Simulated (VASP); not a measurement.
Input of a VASP 6.6.1 run:

Contents of INCAR:

```
SYSTEM = Al16O
PREC = Accurate
ENCUT = 520
EDIFF = 1E-6
ISMEAR = 0
SIGMA = 0.1
LREAL = Auto
LASPH = .True.
NELM = 100
ALGO = Normal
ISIF = 2
LWAVE = .False.
LCHARG = .False.
LDIPOL = .True.
IDIPOL = 3
DIPOL = 0.5 0.5 0.322
GGA = PE
NBANDS = 41
```

The input KPOINTS:

```
Automatic mesh
0
Gamma
  5 4 1
  0 0 0
```

POSCAR

```
Al16O
1.0
    5.7135165838      0.0000000000      0.0000000000
    0.0000000000      8.0801326417      0.0000000000
    0.0000000000      0.0000000000     19.7432787023
Al O
16 1
Direct
    0.2500000000      0.2500000000      0.2026005944
    0.2500000000      0.7500000000      0.2026005944
    0.7500000000      0.2500000000      0.2026005944
    0.7500000000      0.7500000000      0.2026005944
    0.0000000000      0.0000000000      0.2749482104
    0.0000000000      0.5000000000      0.2749482104
    0.5000000000      0.0000000000      0.2749482104
    0.5000000000      0.5000000000      0.2749482104
    0.2500000000      0.2500000000      0.3495466405
    0.2500000000      0.7500000000      0.3495466405
    0.7500000000      0.2500000000      0.3495466405
    0.7500000000      0.7500000000      0.3495466405
    0.0000000000      0.0000000000      0.4175232912
    0.0000000000      0.5000000000      0.4175232912
    0.5000000000      0.0000000000      0.4175232912
    0.5000000000      0.5000000000      0.4175232912
    0.0833333333      0.0000000000      0.4980055926
```

Potentials or basis: VASP PAW PBE potentials, release 64 (Al, O).

The run is started by

```sh
$ cat potpaw_PBE.64/Al/POTCAR potpaw_PBE.64/O/POTCAR > POTCAR
$ mpirun -np 1 vasp_std > vasp.out
```

(1) Predict the largest force.

(2) Predict the band gap on the k mesh.

Answers

(1) 1.058 eV/Å.

(2) zero (bands 27 and 28 overlap by 0.67 eV).
